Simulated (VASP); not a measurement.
# Ca3As2 (Cmmm) in VASP: further runs

The runs below take Ca3As2 through single point, with PBE.

Program: VASP 6.6.1. These are calculated values, not measurements. Logs are shortened: lines on timing, memory, paths and dates and some standing lists are left out, and cuts for length are marked.

## 1. The cell of the first run

Symmetry: Cmmm, No. 65, orthorhombic system. Conventional cell: a = 5.127 Å, b = 9.400 Å, c = 5.511 Å, α = 90.00°, β = 90.00°, γ = 90.00°. Within 2.4 Å of Ca (site symmetry m2m) lie 1 As at 1.83 Å. Within 3.6 Å of Ca (site symmetry mmm) lie 2 As at 2.76 Å and 4 Ca at 3.31 Å. As (site symmetry mmm) has 2 As at 2.56 Å and 6 Ca at 2.87 to 3.15 Å within 3.4 Å. Within 2.4 Å of As (site symmetry mmm) lie 2 Ca at 1.83 Å.

The cell was generated, and may not be a known phase.

## 2. Single point, PBE

INCAR reads:

```
SYSTEM = Ca3As2
PREC = Accurate
ENCUT = 520
EDIFF = 1E-6
ISMEAR = 0
SIGMA = 0.1
LREAL = .False.
LASPH = .True.
NELM = 80
ALGO = Normal
ISIF = 2
LWAVE = .False.
LCHARG = .False.
GGA = PE
NBANDS = 28
```

KPOINTS reads:

```
regular mesh
0
Gamma
  4 4 4
  0 0 0
```

POSCAR reads:

```
Ca3As2
1.0
    2.5635140500     -4.7000051000      0.0000000000
    2.5635140500      4.7000051000      0.0000000000
    0.0000000000      0.0000000000      5.5109455500
Ca As
3 2
Direct
    0.1944050600      0.8055949400      0.5000000000
    0.8055949400      0.1944050600      0.5000000000
    0.0000000000      0.0000000000      0.0000000000
    0.5000000000      0.5000000000      0.5000000000
    0.0000000000      0.0000000000      0.5000000000
```

Potentials or basis: VASP PAW PBE potentials, release 64 (Ca_sv, As).

Command:

```sh
$ cat potpaw_PBE.64/Ca_sv/POTCAR potpaw_PBE.64/As/POTCAR > POTCAR
$ mpirun -np 1 vasp_std > vasp.out
```

OUTCAR:

```text
SYSTEM = Ca3As2
   PREC = Accurate
   ENCUT = 520
   EDIFF = 1E-6
   ISMEAR = 0
   LREAL = .False.
   LASPH = .True.
   NELM = 80
   ISIF = 2
   GGA = PE

 ion  position               nearest neighbor table
   1  0.194  0.806  0.500-   5 1.83   2 2.77   2 2.77   4 2.87
   2  0.806  0.194  0.500-   5 1.83   1 2.77   1 2.77   4 2.87
   3  0.000  0.000  0.000-   5 2.76   5 2.76
   4  0.500  0.500  0.500-   5 2.56   5 2.56   1 2.87   2 2.87
   5  0.000  0.000  0.500-   1 1.83   2 1.83   4 2.56   4 2.56   3 2.76   3 2.76

  LATTYP: Found a base centered orthorhombic cell.
 ALAT       =     5.1270281000
 B/A-ratio  =     1.8334227971
 C/A-ratio  =     1.0748810895

  Lattice vectors:

 A1 = (   2.5635140500,  -4.7000051000,   0.0000000000)
 A2 = (   2.5635140500,   4.7000051000,   0.0000000000)
 A3 = (   0.0000000000,   0.0000000000,   5.5109455500)

Analysis of symmetry for initial positions (statically):
=====================================================================
 Subroutine PRICEL returns:
 Original cell was already a primitive cell.

 Routine SETGRP: Setting up the symmetry group for a
 base centered orthorhombic supercell.

 Subroutine GETGRP returns: Found  8 space group operations
 (whereof  8 operations were pure point group operations)
 out of a pool of  8 trial point group operations.

The static configuration has the point symmetry D_2h.

Analysis of symmetry for dynamics (positions and initial velocities):
=====================================================================
 Subroutine PRICEL returns:
 Original cell was already a primitive cell.

 Routine SETGRP: Setting up the symmetry group for a
 base centered orthorhombic supercell.

 Subroutine GETGRP returns: Found  8 space group operations
 (whereof  8 operations were pure point group operations)
 out of a pool of  8 trial point group operations.

The dynamic configuration has the point symmetry D_2h.

 Subroutine INISYM returns: Found  8 space group operations
 (whereof  8 operations are pure point group operations),
 and found     1 'primitive' translations

----------------------------------------------------------------------------------------

                                     Primitive cell

  volume of cell :     132.7976

  direct lattice vectors                    reciprocal lattice vectors
     2.563514050 -4.700005100  0.000000000     0.195044767 -0.106382863  0.000000000
     2.563514050  4.700005100  0.000000000     0.195044767  0.106382863  0.000000000
     0.000000000  0.000000000  5.510945550     0.000000000  0.000000000  0.181457064

  length of vectors
     5.353657836  5.353657836  5.510945550     0.222170598  0.222170598  0.181457064

  position of ions in fractional coordinates (direct lattice)
     0.194405060  0.805594940  0.500000000
     0.805594940  0.194405060  0.500000000
     0.000000000  0.000000000  0.000000000
     0.500000000  0.500000000  0.500000000
     0.000000000  0.000000000  0.500000000

  ion indices of the primitive-cell ions
   primitive index   ion index
                 1           1
                 2           2
                 3           3
                 4           4
                 5           5

----------------------------------------------------------------------------------------

 KPOINTS: regular mesh

Automatic generation of k-mesh.
 Grid dimensions read from file:
 generate k-points for:    4    4    4

 Generating k-lattice:

  Cartesian coordinates                     Fractional coordinates (reciprocal lattice)
     0.048761192 -0.026595716  0.000000000     0.250000000  0.000000000  0.000000000
     0.048761192  0.026595716  0.000000000     0.000000000  0.250000000  0.000000000
     0.000000000  0.000000000  0.045364266     0.000000000  0.000000000  0.250000000

  Length of vectors
     0.055542650  0.055542650  0.045364266

  Shift w.r.t. Gamma in fractional coordinates (k-lattice)
     0.000000000  0.000000000  0.000000000

 Subroutine IBZKPT returns following result:
 ===========================================

 Found     21 irreducible k-points:

 Following reciprocal coordinates:
            Coordinates               Weight
  0.000000  0.000000  0.000000      1.000000
  0.250000  0.000000  0.000000      4.000000
  0.500000  0.000000  0.000000      2.000000
  0.250000  0.250000  0.000000      2.000000
  0.500000  0.250000  0.000000      4.000000
 -0.250000  0.250000  0.000000      2.000000
[... 13 lines left out ...]
 -0.250000  0.250000  0.500000      2.000000
  0.500000  0.500000  0.500000      1.000000
   k-points           NKPTS =     21   k-points in BZ     NKDIM =     21   number of bands    NBANDS=     28
   number of dos      NEDOS =    301   number of ions     NIONS =      5
   total plane-waves  NPLWV =  67200
   dimension x,y,z NGX =    40 NGY =   40 NGZ =   42
   dimension x,y,z NGXF=    80 NGYF=   80 NGZF=   84
   ions per type =               3   2
   NGX,Y,Z   is equivalent  to a cutoff of  12.42, 12.42, 12.67 a.u.
   NGXF,Y,Z  is equivalent  to a cutoff of  24.84, 24.84, 25.34 a.u.
 SYSTEM =  Ca3As2
   PREC   = accura    normal or accurate (medium, high low for compatibility)
   ISTART =      0    job   : 0-new  1-cont  2-samecut
   ICHARG =      2    charge: 1-file 2-atom 10-const
   ISPIN  =      1    spin polarized calculation?
   LNONCOLLINEAR =      F non collinear calculations
   LSORBIT =      F    spin-orbit coupling
   LASPH  =      T    aspherical Exc in radial PAW
   ENCUT  =  520.0 eV  38.22 Ry    6.18 a.u.   9.95  9.95 10.25*2*pi/ulx,y,z
   NELM   =     80;   NELMIN=  2; NELMDL= -5     # of ELM steps
   EDIFF  = 0.1E-05   stopping-criterion for ELM
   LREAL  =      F    real-space projection
[... 7 lines left out ...]
   TEBEG  =    0.0;   TEEND  =   0.0 temperature during run
   PSTRESS=    0.0 pullay stress
   NELECT =      40.0000    total number of electrons
   NUPDOWN=      -1.0000    fix difference up-down
   EMIN   =  10.00;   EMAX   =-10.00  energy-range for DOS
   EFERMI =   0.00;   METHOD = LEGACY
   ISMEAR =     0;   SIGMA  =   0.10  broadening in eV -4-tet -1-fermi 0-gaus
   EFERMI_NEDOS =   21; number of points for ismear=-14 and -15
   IALGO  =     38    algorithm
   IMIX   =      4    mixing-type and parameters
     AMIX     =   0.40;   BMIX     =  1.00
     AMIX_MAG =   1.60;   BMIX_MAG =  1.00
  volume/ion in A,a.u.               =      26.56       179.23
  Fermi-wavevector in a.u.,A,eV,Ry     =   1.097400  2.073784 16.385303  1.204286
  Thomas-Fermi vector in A             =   2.233759
   LORBIT       =      0    0 simple, 1 ext, 2 COOP (PROOUT), +10 PAW based schemes
   GGA     = PE    functional components
   LHFCALC =     F    Hartree Fock is set to
   AEXX    =    0.0000 exact exchange contribution
   IVDW    =     0    specifies the selected vdW correction
   LEPSILON=     F    determine dielectric tensor
   LRPA    =     F    only Hartree local field effects (RPA)
 non-spin polarized calculation
 Gauss-broadening in eV      SIGMA  =   0.10
  energy-cutoff  :      520.00
  volume of cell :      132.80
 maximum number of plane-waves:      3604
   NGX = 19   NGY = 19   NGZ = 21

 number of electron      39.9999999 magnetization

 Free energy of the ion-electron system (eV)
  ---------------------------------------------------
  ext. energy  EPLUGINS =         0.00000000
  ---------------------------------------------------
  free energy    TOTEN  =        -0.26392308 eV

  energy without entropy =       -0.24339181  energy(sigma->0) =       -0.25365744

 E-fermi :   3.9312     XC(G=0):  -8.7911

 val. band max:        3.9273405662   @ k =   0.2500   0.2500   0.2500
 cond. band min:       3.9436893967   @ k =   0.0000   0.0000   0.0000
 fundamental gap:      0.0163488305
 Fermi energy:         3.9311962778

 k-point     1 :       0.0000    0.0000    0.0000
  band No.  band energies     occupation
      1     -37.9408      2.00000
      2     -37.7252      2.00000
      3     -37.5510      2.00000
      4     -20.1839      2.00000
      5     -19.8417      2.00000
      6     -19.2006      2.00000
[... 20 lines left out ...]
     27       6.1427      0.00000
     28       6.3035      0.00000

 k-point     2 :       0.2500    0.0000    0.0000
  band No.  band energies     occupation
      1     -37.9394      2.00000
      2     -37.7032      2.00000
      3     -37.5752      2.00000
      4     -20.1945      2.00000
      5     -19.9158      2.00000
      6     -19.1295      2.00000
[... 20 lines left out ...]
     27       6.3673      0.00000
     28       6.6443      0.00000

 k-point     3 :       0.5000    0.0000    0.0000
  band No.  band energies     occupation
      1     -37.9380      2.00000
      2     -37.6644      2.00000
      3     -37.6160      2.00000
      4     -20.2093      2.00000
      5     -19.9645      2.00000
      6     -19.1219      2.00000
[... 20 lines left out ...]
     27       6.4865      0.00000
     28       6.5177      0.00000

 k-point     4 :       0.2500    0.2500    0.0000
  band No.  band energies     occupation
      1     -37.9380      2.00000
      2     -37.6645      2.00000
      3     -37.6160      2.00000
      4     -20.2157      2.00000
      5     -19.9556      2.00000
      6     -19.1219      2.00000
[... 20 lines left out ...]
     27       6.4923      0.00000
     28       6.8290      0.00000

 k-point     5 :       0.5000    0.2500    0.0000
  band No.  band energies     occupation
      1     -37.9375      2.00000
      2     -37.7373      2.00000
      3     -37.5419      2.00000
      4     -20.1854      2.00000
      5     -19.9422      2.00000
      6     -19.1165      2.00000
[... 20 lines left out ...]
     27       6.0108      0.00000
     28       6.7588      0.00000

 k-point     6 :      -0.2500    0.2500    0.0000
  band No.  band energies     occupation
      1     -37.9389      2.00000
      2     -37.7526      2.00000
      3     -37.5243      2.00000
      4     -20.1640      2.00000
      5     -19.8848      2.00000
      6     -19.2423      2.00000
[... 370 lines left out ...]
      5     -19.9518      2.00000
      6     -18.9977      2.00000
[... 20 lines left out ...]
     27       6.6265      0.00000
     28       6.8548      0.00000

 k-point    19 :       0.5000    0.2500    0.5000
  band No.  band energies     occupation
      1     -37.9332      2.00000
      2     -37.7380      2.00000
      3     -37.5458      2.00000
      4     -20.2453      2.00000
      5     -19.9383      2.00000
      6     -19.0763      2.00000
[... 20 lines left out ...]
     27       6.3835      0.00000
     28       6.6523      0.00000

 k-point    20 :      -0.2500    0.2500    0.5000
  band No.  band energies     occupation
      1     -37.9332      2.00000
      2     -37.7562      2.00000
      3     -37.5268      2.00000
      4     -20.2258      2.00000
      5     -19.8817      2.00000
      6     -19.2389      2.00000
[... 20 lines left out ...]
     27       6.2382      0.00000
     28       6.5118      0.00000

 k-point    21 :       0.5000    0.5000    0.5000
  band No.  band energies     occupation
      1     -37.9332      2.00000
      2     -37.7752      2.00000
      3     -37.5067      2.00000
      4     -20.2062      2.00000
      5     -19.9275      2.00000
      6     -19.2747      2.00000
[... 20 lines left out ...]
     27       6.4047      0.00000
     28       6.6420      0.00000

------------------------ aborting loop because EDIFF is reached ----------------------------------------

  FORCE on cell =-STRESS in cart. coord.  units (eV):
  Direction    XX          YY          ZZ          XY          YZ          ZX
  --------------------------------------------------------------------------------------
  -------------------------------------------------------------------------------------
  Total       10.5526500     88.7028576      5.4664279     -0.0000000      0.0000000      0.0000000
  in kB      127.3157022   1070.1829960     65.9514062     -0.0000000      0.0000000      0.0000000
  external PRESSURE =     421.1500348 kB  Pullay stress =       0.0000000 kB

 VOLUME and BASIS-vectors are now :
 -----------------------------------------------------------------------------
  energy-cutoff  :      520.00
  volume of cell :      132.80
      direct lattice vectors                 reciprocal lattice vectors
     2.563514050 -4.700005100  0.000000000     0.195044767 -0.106382863  0.000000000
     2.563514050  4.700005100  0.000000000     0.195044767  0.106382863  0.000000000
     0.000000000  0.000000000  5.510945550     0.000000000  0.000000000  0.181457064

 POSITION                                       TOTAL-FORCE (eV/Angst)
 -----------------------------------------------------------------------------------
      2.56351      2.87260      2.75547        -0.000000    -22.263105      0.000000
      2.56351     -2.87260      2.75547        -0.000000     22.263105     -0.000000
      0.00000      0.00000      0.00000        -0.000000      0.000000     -0.000000
      2.56351      0.00000      2.75547         0.000000      0.000000     -0.000000
      0.00000      0.00000      2.75547        -0.000000      0.000000     -0.000000
 -----------------------------------------------------------------------------------
    total drift:                                0.000000     -0.000000      0.000000

  FREE ENERGIE OF THE ION-ELECTRON SYSTEM (eV)
  ---------------------------------------------------
  free  energy   TOTEN  =        -0.2639230752 eV

  energy  without entropy=       -0.2433918137  energy(sigma->0) =       -0.25365744
```

Run time: 3.6 min. Hardware: 1 thread of Intel Xeon 8259CL, shared host; peak memory 0.28 GiB.

Results:

| Item | Value |
| --- | --- |
| Free energy | -0.2639 eV |
| Pressure | 42.1 GPa |
| Largest force | 22.263 eV/Å |
| Band gap on the k mesh | zero (bands 20 and 21 overlap by 0.97 eV) |

Forces on the atoms (eV/Å):
```
Ca    0.000 -22.263   0.000
Ca    0.000  22.263   0.000
Ca    0.000   0.000   0.000
As    0.000   0.000   0.000
As    0.000   0.000   0.000
```

Levels at points of the mesh, in eV from the Fermi level:
```csv
k point,band 16,band 17,band 18,band 19,band 20,band 21,band 22,band 23,band 24,band 25
"(0.00, 0.00, 0.00)",-4.38,-3.00,-2.02,-1.15,0.01,0.39,1.14,1.17,1.32,1.74
"(0.50, 0.00, 0.00)",-3.07,-2.54,-2.30,-1.55,-0.55,-0.42,0.04,0.80,1.26,1.55
"(0.50, 0.50, 0.00)",-4.73,-4.34,-0.49,-0.22,-0.06,0.31,0.67,0.79,1.17,1.47
"(0.00, 0.00, 0.50)",-5.40,-2.97,-2.28,-0.32,0.41,0.43,0.56,1.02,1.63,1.67
"(0.50, 0.00, 0.50)",-2.99,-2.88,-2.34,-1.19,-0.67,-0.45,0.46,1.40,1.70,1.73
"(0.50, 0.50, 0.50)",-5.61,-4.26,-1.26,-0.33,0.08,0.39,0.80,0.93,1.79,2.20
```

Caveat: atoms lie so close that the PAW spheres overlap strongly, which falsifies energies and pressures; the stress differs along the axes, from 7 to 107 GPa; forces of over 1 eV/Å act on the atoms, so gaps and moduli don't describe the material at rest.

## 3. Single point, PBE

This run uses another cell than the first one, of 41.46 Å³/atom.

INCAR reads:

```
SYSTEM = Ca3As2
  ALGO = Fast
  EDIFF = 1E-6
  ENCUT = 520
  GGA = PE
  ISIF = 2
  ISMEAR = 0
  LASPH = .TRUE.
  LCHARG = .FALSE.
  LREAL = .FALSE.
  LWAVE = .FALSE.
  NBANDS = 28
  NELM = 60
  PREC = Accurate
  SIGMA = 0.1
```

KPOINTS reads:

```
k-points
0
G
  4 4 4
  0 0 0
```

POSCAR reads:

```
Ca3As2
1.0
    3.2837695502     -5.6482883446      0.0000000000
    3.2837695502      5.6482883446      0.0000000000
    0.0000000000      0.0000000000      5.5880277617
Ca As
3 2
Direct
    0.2552560931      0.7447439069      0.5000000000
    0.7447439069      0.2552560931      0.5000000000
    0.0000000000      0.0000000000      0.0000000000
    0.5000000000      0.5000000000      0.5000000000
    0.0000000000      0.0000000000      0.5000000000
```

Potentials or basis: VASP PAW PBE potentials, release 64 (Ca_sv, As).

Command:

```sh
$ cat potpaw_PBE.64/Ca_sv/POTCAR potpaw_PBE.64/As/POTCAR > POTCAR
$ mpirun -np 1 vasp_std > vasp.out
```

Run time: 15 min. Hardware: 1 thread of Intel Xeon 8259CL, shared host; peak memory 0.38 GiB.

Results (log left out):

```yaml
Free_energy: -15.7288 eV
Pressure: 0.1 GPa
Band_gap_on_the_k_mesh: zero (bands 20 and 21 overlap by 0.14 eV)
```

Stress tensor (GPa, compression positive):
```
-0.01  0.00  0.00
 0.00  0.16  0.00
 0.00  0.00  0.10
```

Levels at points of the mesh, in eV from the Fermi level:
| k point | band 16 | band 17 | band 18 | band 19 | band 20 | band 21 | band 22 | band 23 | band 24 | band 25 |
| --- | --- | --- | --- | --- | --- | --- | --- | --- | --- | --- |
| (0.00, 0.00, 0.00) | -2.14 | -1.76 | -1.64 | -1.48 | -0.16 | 0.60 | 0.92 | 1.11 | 1.39 | 1.99 |
| (0.50, 0.00, 0.00) | -1.97 | -1.57 | -1.18 | -1.00 | -0.69 | 0.05 | 0.39 | 1.08 | 1.47 | 1.91 |
| (0.50, 0.50, 0.00) | -2.97 | -1.86 | -0.31 | -0.30 | 0.08 | 0.79 | 0.83 | 0.94 | 1.05 | 1.15 |
| (0.00, 0.00, 0.50) | -3.15 | -2.27 | -1.41 | -1.04 | -0.53 | 0.44 | 0.62 | 1.23 | 1.98 | 2.19 |
| (0.50, 0.00, 0.50) | -2.49 | -1.73 | -1.35 | -1.27 | -0.70 | 0.19 | 0.45 | 1.21 | 1.33 | 1.74 |
| (0.50, 0.50, 0.50) | -3.08 | -3.00 | -0.79 | -0.42 | -0.24 | 0.21 | 0.55 | 1.04 | 1.49 | 2.03 |

Caveat: semilocal functionals underestimate gaps, and a narrow one can read as zero.

The gap in the log of VASP goes by the Fermi energy; the results here count the filled bands.